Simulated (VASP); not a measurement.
Write the native input for VASP 6.6.1 that does the following.

```yaml
Task: single point
Functional: PBE
Potentials_or_basis: VASP PAW PBE potentials, release 64 (Ga_d, O)
Cutoff: 520 eV
k_mesh: 7 × 7 × 4
Occupations: fermi-dirac, width 0.05 eV
Spin: no spin polarisation
Dipole_correction: no
Further_INCAR_settings: ALGO = Normal; EDIFF = 1e-06; NBANDS = 55
```

The structure of Ga2O3 lies in POSCAR:

```
Ga2O3
1.0
    6.2265112626     -1.5416109190      0.0118567940
    6.2265112626      1.5416109190      0.0118567940
   -1.4021813683      0.0000000000      5.7067358013
Ga O
4 6
Direct
    0.3414891932      0.3414891932      0.6857468794
    0.6585108068      0.6585108068      0.3142531206
    0.9100950210      0.9100950210      0.2052202099
    0.0899049790      0.0899049790      0.7947797901
    0.5039975286      0.5039975286      0.7433632826
    0.4960024714      0.4960024714      0.2566367174
    0.8263037087      0.8263037087      0.4356036444
    0.1736962913      0.1736962913      0.5643963556
    0.8364833906      0.8364833906      0.8908374964
    0.1635166094      0.1635166094      0.1091625036
```

These files were run (other wordings do the same):

INCAR

```
SYSTEM = Ga2O3
PREC = Accurate
ENCUT = 520
EDIFF = 1E-6
ISMEAR = -1
SIGMA = 0.05
LREAL = .FALSE.
LASPH = .TRUE.
NELM = 100
ALGO = Normal
ISIF = 2
LWAVE = .FALSE.
LCHARG = .FALSE.
GGA = PE
NBANDS = 55
```

KPOINTS

```
regular mesh
0
G
  7 7 4
  0 0 0
```

Potentials or basis: VASP PAW PBE potentials, release 64 (Ga_d, O).

The run is started by

```sh
$ cat potpaw_PBE.64/Ga_d/POTCAR potpaw_PBE.64/O/POTCAR > POTCAR
$ mpirun -np 1 vasp_std > vasp.out
```

It gave:

The pressure is 0.6 GPa. The largest force is 0.021 eV/Å and the band gap on the k mesh is 2.00 eV, indirect (least direct gap 2.02 eV).

It took 7.5 min on 1 thread of Intel(R) Xeon(R) Platinum 8559C (Emerald Rapids), on a shared host, peak memory 0.47 GiB.
